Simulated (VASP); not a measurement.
Li4C2F:

```
CELL_PARAMETERS angstrom
3.07733 0.00000 0.00000
0.00000 3.07733 0.00000
0.00000 0.00000 8.70400
ATOMIC_POSITIONS crystal
Li 0.00000 0.00000 0.75000
Li 0.50000 0.50000 0.50000
Li 0.00000 0.00000 0.25000
Li 0.50000 0.50000 0.00000
C 0.50000 0.50000 0.25000
C 0.50000 0.50000 0.75000
F 0.00000 0.00000 0.50000
```

* Program: VASP 6.6.1
* Task: relaxation of cell and atoms
* Functional: PBE
* Potentials or basis: VASP PAW PBE potentials, release 64 (Li_sv, C, F)
* Cutoff: 600 eV
* k mesh: 6 × 6 × 2
* Occupations: gaussian, width 0.1 eV
* Spin: no spin polarisation

At the start: pressure -4.4 GPa; volume 11.78 Å³/atom.

Question: Where does the relaxation end?

Answer: Over 10 steps the energy falls by 193.4 meV/atom and the volume is 10.25 Å³/atom (-12.9 %); space group P4/mmm (No. 123, to 0.05 Å).

The path:
```tsv
step	energy change (eV)	largest force (eV/Å)	pressure (GPa)	volume (Å³)
1	0.0000	1.2657	-4.38	82.43
2	-0.3527	1.0345	-2.89	78.63
3	-0.9136	0.7116	4.14	68.59
4	-0.9329	0.6353	7.44	65.58
5	-1.2069	0.2973	4.85	67.28
6	-1.2826	0.5990	1.58	69.50
7	-1.3027	0.4695	2.52	68.86
8	-1.3508	0.0383	0.79	70.88
9	-1.3512	0.0836	0.64	71.09
10	-1.3535	0.0322	0.08	71.76
```

Final structure:
```
Li C F
1.0
     2.71797    0.00000    0.00000
     0.00000    2.71797    0.00000
     0.00000    0.00000    9.71376
Li C F
4 2 1
Direct
  0.00000 0.00000 0.71089
  0.50000 0.50000 0.50000
  0.00000 0.00000 0.28911
  0.50000 0.50000 0.00000
  0.50000 0.50000 0.20711
  0.50000 0.50000 0.79289
  0.00000 0.00000 0.50000
```

Caveat: the k points lie up to 0.39 Å⁻¹ apart in the final cell; the cutoff is under 1.25 times the usual one of these potentials, so pressure, stress and relaxed cells hold a basis-set (Pulay) error; an odd number of electrons without spin polarisation forces a metal; a magnetic or distorted state may lie lower.
